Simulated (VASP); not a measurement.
A run of VASP 6.6.1 is set up as follows.

POSCAR

```
C
1.0
    0.0000000000      1.8691487922      1.7801417069
    1.8691487922      0.0000000000      1.7801417069
    1.8691487922      1.8691487922      0.0000000000
C
2
Direct
    0.5000000000      0.5000000000      0.5000000000
    0.7500000000      0.7500000000      0.7500000000
```

INCAR.step1

```
  ALGO = Normal
  EDIFF = 1E-4
  ENCUT = 520
  GGA = PE
  ISMEAR = 0
  LASPH = T
  LCHARG = F
  LREAL = F
  LWAVE = T
  NBANDS = 11
  NELM = 60
  PREC = Accurate
  SIGMA = 0.05
```

Contents of INCAR.step2:

```
  ALGO = Normal
  EDIFF = 1E-7
  ENCUT = 520
  ISIF = 2
  ISMEAR = 0
  ISTART = 1
  LASPH = T
  LCHARG = F
  LMIXTAU = T
  LREAL = F
  LWAVE = F
  METAGGA = R2SCAN
  NBANDS = 11
  NELM = 60
  PREC = Accurate
  SIGMA = 0.05
```

KPOINTS

```
k-points
0
Gamma
  12 12 12
```

Potentials or basis: VASP PAW PBE potentials, release 64 (C).

Command:

```bash
$ cat potpaw_PBE.64/C/POTCAR > POTCAR
$ cp INCAR.step1 INCAR
$ mpirun -np 1 vasp_std > vasp.out
$ cp INCAR.step2 INCAR
$ mpirun -np 1 vasp_std > vasp.out
```

(1) Predict the pressure.

(2) Predict the band gap on the k mesh.

Results:

(1) -35.8 GPa.

(2) 2.93 eV, indirect (least direct gap 4.73 eV).

Caveat: the cell differs from its parent crystal (strain +0.050 along x and y, +0.000 along z); the PAW data sets were made with another functional, which shifts forces and pressure a little.
